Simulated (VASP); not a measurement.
# InP: single point with HSE06

The system is InP.

```
In P
1.0
     0.00000    2.95379    2.95379
     2.95379    0.00000    2.95379
     2.95379    2.95379    0.00000
In P
1 1
Direct
  0.00000 0.00000 0.00000
  0.25000 0.25000 0.25000
```

```
Program             : VASP 6.6.1
Task                : single point
Functional          : HSE06
Potentials or basis : VASP PAW PBE potentials, release 64 (In_d, P)
Cutoff              : 520 eV
k mesh              : 4 × 4 × 4
Occupations         : fermi-dirac, width 0.02 eV
Spin                : non-collinear spin, zero start, spin-orbit coupling
Starting moments    : [[0.0, 0.0, 0.0], [0.0, 0.0, 0.0]] μB
```

```json
{"Pressure": "-0.3 GPa", "Net moment": "0.00 μB per cell", "Valence electrons inside the program's atomic spheres": "In 11.51; P 2.53"}
```

Moments on the atoms (μB; x, y, z):
```
In  0.00 0.00 0.00
P   0.00 0.00 0.00
```

Run time: 36 min on 1 thread of Oxide Virtual Turin-like Processor, on a shared host, peak memory 0.39 GiB.

Caveat: the k points lie up to 0.46 Å⁻¹ apart; the PAW data sets were made with another functional, which shifts forces and pressure a little.
